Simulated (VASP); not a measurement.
Set up this calculation in VASP 6.6.1, as the native input.

```yaml
Task: single point
Functional: PBE
Potentials_or_basis: VASP PAW PBE potentials, release 64 (Li_sv, B, C)
Cutoff: 520 eV
k_mesh: 12 × 12 × 12
Occupations: gaussian, width 0.1 eV
Spin: no spin polarisation
Dipole_correction: no
Further_INCAR_settings: ALGO = Normal; EDIFF = 1e-07; NBANDS = 17
```

The structure of LiBC3 lies in POSCAR:

```
LiBC3
1.0
    3.2924877990      0.0000000000      0.0000000000
    0.0000000000      3.2924877990      0.0000000000
    0.0000000000      0.0000000000      3.2506298598
Li B C
1 1 3
Direct
    0.0000000000      0.0000000000      0.8832360291
    0.5000000000      0.5000000000      0.6524153960
    0.5000000000      0.5000000000      0.1419515018
    0.0000000000      0.5000000000      0.3911985365
    0.5000000000      0.0000000000      0.3911985365
```

The input as run:

INCAR

```
PREC = Accurate
ENCUT = 520
EDIFF = 1E-7
ISMEAR = 0
SIGMA = 0.1
LREAL = False
LASPH = True
NELM = 80
ALGO = Normal
ISIF = 2
LWAVE = False
LCHARG = False
GGA = PE
NBANDS = 17
```

KPOINTS

```
regular mesh
0
Gamma
  12 12 12
```

Potentials or basis: VASP PAW PBE potentials, release 64 (Li_sv, B, C).

Run with:

```sh
$ cat potpaw_PBE.64/Li_sv/POTCAR potpaw_PBE.64/B/POTCAR potpaw_PBE.64/C/POTCAR > POTCAR
$ mpirun -np 1 vasp_std > vasp.out
```

Results of the run:

| Quantity | Value |
| --- | --- |
| Largest force | 0.014 eV/Å |
| Band gap on the k mesh | zero (band 9 reaches 10.55 eV, above the bottom of band 10 at 6.09 eV) |

Wall time 2.4 min on 1 thread of Oxide Virtual Turin-like Processor, with other jobs on the host, peak memory 0.18 GiB.
